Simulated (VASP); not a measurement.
Wanted: the native input for a VASP 6.6.1 run.

```yaml
Task: single point
Functional: PBE
Potentials_or_basis: VASP PAW PBE potentials, release 64 (Hf_pv, Si, O)
Cutoff: 520 eV
k_mesh: 4 × 4 × 4
Occupations: gaussian, width 0.02 eV
Spin: no spin polarisation
Dipole_correction: no
Further_INCAR_settings: ALGO = Normal; EDIFF = 1e-07; NBANDS = 47
```

The structure of HfSi3O8 lies in POSCAR:

```
HfSi3O8
1.0
    3.7653040292     -3.8343518500     -0.0002810189
    3.7653040292      3.8343518500     -0.0002810189
   -0.0055413388      0.0000000000      7.5922451933
Hf Si O
1 3 8
Direct
    0.9800850504      0.0199149496      0.0000000000
    0.0234785400      0.5240264492      0.2687319324
    0.4759735508      0.9765214600      0.7312680676
    0.5226188607      0.4773811393      0.5000000000
    0.0376683317      0.8130296834      0.2063065582
    0.5368816546      0.2394060768      0.6315651398
    0.0308747002      0.3553667624      0.0898441455
    0.5412193052      0.7400279008      0.6063190908
    0.6446332376      0.9691252998      0.9101558545
    0.2599720992      0.4587806948      0.3936809092
    0.1869703166      0.9623316683      0.7936934418
    0.7605939232      0.4631183454      0.3684348602
```

One way to write it, as run:

INCAR

```
SYSTEM = HfSi3O8
  ALGO = Normal
  EDIFF = 1E-7
  ENCUT = 520
  GGA = PE
  ISIF = 2
  ISMEAR = 0
  LASPH = .True.
  LCHARG = .False.
  LREAL = .False.
  LWAVE = .False.
  NBANDS = 47
  NELM = 60
  PREC = Accurate
  SIGMA = 0.02
```

KPOINTS

```
k-points
0
Gamma
  4 4 4
  0 0 0
```

Potentials or basis: VASP PAW PBE potentials, release 64 (Hf_pv, Si, O).

The run is started by

```bash
$ cat potpaw_PBE.64/Hf_pv/POTCAR potpaw_PBE.64/Si/POTCAR potpaw_PBE.64/O/POTCAR > POTCAR
$ mpirun -np 1 vasp_std > vasp.out
```

Results of the run:

The pressure is -0.2 GPa and the largest force is 0.189 eV/Å. The band gap on the k mesh is 5.11 eV.

Caveat: spin-orbit coupling is left out, which moves the levels of the heavy elements.

Run time: 6.9 min on 1 thread of Intel Xeon 8259CL, on a shared host, peak memory 0.42 GiB.
